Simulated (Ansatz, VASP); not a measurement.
## One calculation of ScAlSbP3, two programs

```
Sc Al Sb P
1.0
     6.18488    0.00000    0.00000
    -3.09244    5.35626    0.00000
     0.00000    0.00000    3.85729
Sc Al Sb P
1 1 1 3
Cartesian
  0.0000 0.0000 0.0000
  3.0924 1.7854 0.0000
  0.0000 3.5708 0.0000
  -1.4861 2.7129 1.9286
  1.4861 2.7129 1.9286
  0.0000 5.2868 1.9286
```

Change from the starting cell: species swapped into the YSiBRh3 type (P-6m2, No. 187).

Alike in both runs: task single point; functional PBE; k mesh 3 × 3 × 4; occupations gaussian, width 0.1 eV; no spin polarisation.

```csv
,VASP,Ansatz
version,VASP 6.6.1,Ansatz 0.2.0
potentials or method,"VASP PAW PBE potentials, release 64 (Sc_sv, Al, Sb, P), cutoff 520 eV","scalar-relativistic, plane waves, PAW"
valence electrons in the cell,34,44
```

```csv
,VASP,Ansatz,Ansatz less VASP
gap on the k mesh at the Fermi level (eV),none,none,-
pressure (GPa),-0.1,-0.1,-0.06
"traceless stress, the component that is largest in VASP (GPa)",0.50,0.43,-0.062
rms of the force components (eV/Å),1.043,1.038,-0.0047
```

Atom by atom the forces differ by 0.005 eV/Å (rms over components). A gap of «none» marks a metal or a gap that the smearing closes. VASP's potentials hold 34 valence electrons a cell and Ansatz's 44, so a difference there can come from the potentials and not from the codes.

The k mesh is coarse, so the values compare programs but aren't converged. Neither program's run includes spin-orbit coupling.
